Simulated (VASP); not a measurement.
The system is LaC.

```xyz
2
Lattice="0.0000 2.7166 2.7166 2.7166 0.0000 2.7166 2.7166 2.7166 0.0000" Properties=species:S:1:pos:R:3 pbc="T T T"
La    2.7166    2.7166    2.7166
C     0.0000    0.0000    0.0000
```

Base run:

```yaml
Program: VASP 6.6.1
Functional: PBEsol
Potentials_or_basis: VASP PAW PBE potentials, release 64 (La, C)
Cutoff: 520 eV
k_mesh: 12 × 12 × 12
Occupations: gaussian, width 0.05 eV
Spin: no spin polarisation
```

Its results: pressure -3.6 GPa.

Task: The run is repeated on the same cell with these changes: functional from PBEsol to r2SCAN. What comes out?

Result: Pressure 0.4 GPa.

Caveats: the PAW data sets were made with another functional, which shifts forces and pressure a little.
